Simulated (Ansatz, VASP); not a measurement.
# SiNi3 in VASP and in Ansatz

The input INCAR:

```
SYSTEM = SiNi3
PREC = Accurate ; ENCUT = 520
EDIFF = 1E-6 ; ISMEAR = -1
SIGMA = 0.0229 ; LREAL = .FALSE.
LASPH = .TRUE. ; NELM = 60
ALGO = Normal ; ISIF = 2
LWAVE = .FALSE. ; LCHARG = .FALSE.
GGA = PE ; NBANDS = 25
```

KPOINTS

```
Automatic mesh
0
G
  10 10 10
  0 0 0
```

The input POSCAR:

```
SiNi3
1.0
    3.5548200600      0.0000000000      0.0000000000
    0.0000000000      3.5548200600      0.0000000000
    0.0000000000      0.0000000000      3.5548200600
Si Ni
1 3
Direct
    0.0000000000      0.0000000000      0.0000000000
    0.0000000000      0.5000000000      0.5000000000
    0.5000000000      0.0000000000      0.5000000000
    0.5000000000      0.5000000000      0.0000000000
```

Input for Ansatz:

```yaml
crystal:
  lattice:
    - [3.55482006, 0.0, 0.0]
    - [0.0, 3.55482006, 0.0]
    - [0.0, 0.0, 3.55482006]
  atoms:
    - { symbol: Si, position: [0.0, 0.0, 0.0] }
    - { symbol: Ni, position: [0.0, 0.5, 0.5] }
    - { symbol: Ni, position: [0.5, 0.0, 0.5] }
    - { symbol: Ni, position: [0.5, 0.5, 0.0] }
  symmetry: { tolerance: 0.0003 }
kpoints:
  mp_grid: { grid: [10, 10, 10], shift: [0, 0, 0] }
  band_path:
    path:
      - [0.0, 0.0, 0.0]
      - [0.0, 0.5, 0.0]
      - [0.5, 0.5, 0.0]
      - [0.0, 0.0, 0.0]
      - [0.5, 0.5, 0.5]
      - [0.0, 0.5, 0.0]
      - [0.5, 0.5, 0.5]
      - [0.5, 0.5, 0.0]
    npoints: 8
magnetization:
  spin_polarized: false
scf:
  occupations: { method: fermi_dirac, width: 0.0229 }
  lower_state_search: "off"
  max_iter: 200
hamiltonian:
  pseudopotentials: { kind: paw }
  xc: pbe
basis:
  ecutwfc: 420
  fft_grid_basis: typed
output:
  forces: true
  stress: true
  eigenvalues: true
  bader: true
  populations: true
  elf: true
  write_potential: true
  volumetric_format: npy
  dos:
    e_range: [-12, 8]
    de: 0.05
    projected: { site_lists: { Ni: [Ni], Si: [Si] } }
checkpoint:
  read: saved_state
```

Alike in both runs: task single point; functional PBE; k mesh 10 × 10 × 10; occupations fermi-dirac, width 0.0229 eV; no spin polarisation.

```csv
,VASP,Ansatz
version,VASP 6.6.1,Ansatz 0.2.0
potentials or method,"VASP PAW PBE potentials, release 64 (Si, Ni), cutoff 520 eV",PAW plane waves
valence electrons in the cell,34,58
```

```tsv
	VASP	Ansatz	Ansatz less VASP
pressure (GPa)	-7.9	-8.0	-0.09
```

With one functional, cell and mesh, what is left measures potentials, basis and numerics. VASP's potentials hold 34 valence electrons a cell and Ansatz's 58, so a difference there can come from the potentials and not from the codes.
